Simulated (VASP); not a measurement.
Set up this calculation in VASP 6.6.1, as the native input.

```
Task                   : single point
Functional             : PBE
Potentials or basis    : VASP PAW PBE potentials, release 64 (Mg)
Cutoff                 : 520 eV
k mesh                 : 3 × 3 × 2
Occupations            : gaussian, width 0.1 eV
Spin                   : no spin polarisation
Dipole correction      : no
Further INCAR settings : LREAL = Auto; ALGO = Normal; EDIFF = 1e-06; NBANDS = 28
```

The structure of Mg (a cell with a defect) lies in POSCAR:

```
Mg
1.0
    6.5143765200      0.0000057700      0.0000000000
    3.2571832600      5.6416184400      0.0000000000
    0.0000000000      0.0000000000     10.5762520000
Mg
15
Direct
    0.3547252460      0.3197972306      0.1223444752
    0.1508528323      0.1750122133      0.3733739514
    0.3208843511      0.3434128290      0.6248314620
    0.1690366635      0.1659413933      0.8740255054
    0.3547633730      0.8264259632      0.1223389912
   -0.1108197835      0.8059140631      0.1622159722
    0.3208935136      0.8365638688      0.6248073514
    0.1661104053      0.6674154024      0.8788491424
    0.8455141366      0.3277222912      0.1274302087
    0.6484432084      0.1814364565      0.3803553471
    0.8243859064      0.3382618416      0.6234722849
    0.6728849778      0.1630810604      0.8764724971
    0.6485346643      0.6710776878      0.3803497685
    0.8314576727      0.8347358568      0.6255650868
    0.6728948637      0.6649615101      0.8764636092
```

These files were run (other wordings do the same):

INCAR

```
PREC     = Accurate       # precision mode
ENCUT    = 520            # plane-wave cutoff, eV
EDIFF    = 1E-6           # SCF threshold, eV
ISMEAR   = 0              # smearing method
SIGMA    = 0.1            # smearing width, eV
LREAL    = Auto         
LASPH    = True           # aspherical terms in the spheres
NELM     = 80             # most SCF steps
ALGO     = Normal         # electronic algorithm
ISIF     = 2              # what is computed and relaxed
LWAVE    = False          # write WAVECAR
LCHARG   = True           # write CHGCAR
GGA      = PE             # functional
LELF     = True           # ELF
LVHAR    = True         
NBANDS   = 28             # bands
```

KPOINTS

```
regular mesh
0
Gamma
  3 3 2
```

Potentials or basis: VASP PAW PBE potentials, release 64 (Mg).

Launch:

```sh
$ cat potpaw_PBE.64/Mg/POTCAR > POTCAR
$ mpirun -np 1 vasp_std > vasp.out
```

Results of the run:

The pressure is -2.1 GPa and the largest force is 0.266 eV/Å. The band gap on the k mesh is zero (bands 15 and 16 overlap by 1.04 eV).

Caveat: the k points lie up to 0.37 Å⁻¹ apart, too coarse for converged energies and pressures of a metal.

Wall time 3.6 min on 1 thread of Intel Xeon 8259CL, with other jobs on the host, peak memory 0.43 GiB.
